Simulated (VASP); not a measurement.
Input of a VASP 6.6.1 run:

Contents of INCAR:

```
PREC = Accurate
ENCUT = 600
EDIFF = 1E-8
ISMEAR = 0
SIGMA = 0.01
LREAL = False
LASPH = True
NELM = 120
ALGO = Normal
ISIF = 2
LWAVE = False
LCHARG = False
GGA = CA
IBRION = 8
NSW = 1
LEPSILON = True
GGA_COMPAT = False
```

File KPOINTS:

```
regular mesh
0
Gamma
  8 8 8
```

File POSCAR:

```
BaO
1.0
    0.0000000000      2.7170902327      2.7170902327
    2.7170902327      0.0000000000      2.7170902327
    2.7170902327      2.7170902327      0.0000000000
Ba O
1 1
Direct
    0.0000000000      0.0000000000      0.0000000000
    0.5000000000      0.5000000000      0.5000000000
```

Potentials or basis: VASP PAW LDA potentials, release 64 (Ba_sv, O).

Command:

```sh
$ cat potpaw_LDA.64/Ba_sv/POTCAR potpaw_LDA.64/O/POTCAR > POTCAR
$ mpirun -np 1 vasp_std > vasp.out
```

**Question.** Predict the electronic dielectric tensor (diagonal).

**Answer.** 4.42.

**Question.** Predict the Born charges (mean of the diagonal).

**Answer.** Ba +2.83; O -2.83 e.

**Question.** Predict the highest phonon frequency at Γ, LO-TO splitting left out.

**Answer.** 124 cm⁻¹.

Born effective charge tensors (e):
atom 1, Ba
```
2.83 0.00 0.00
0.00 2.83 0.00
0.00 0.00 2.83
```
atom 2, O
```
-2.83  0.00  0.00
 0.00 -2.83  0.00
 0.00  0.00 -2.83
```

Caveat: the cell wasn't relaxed at this level first, which shifts response properties.
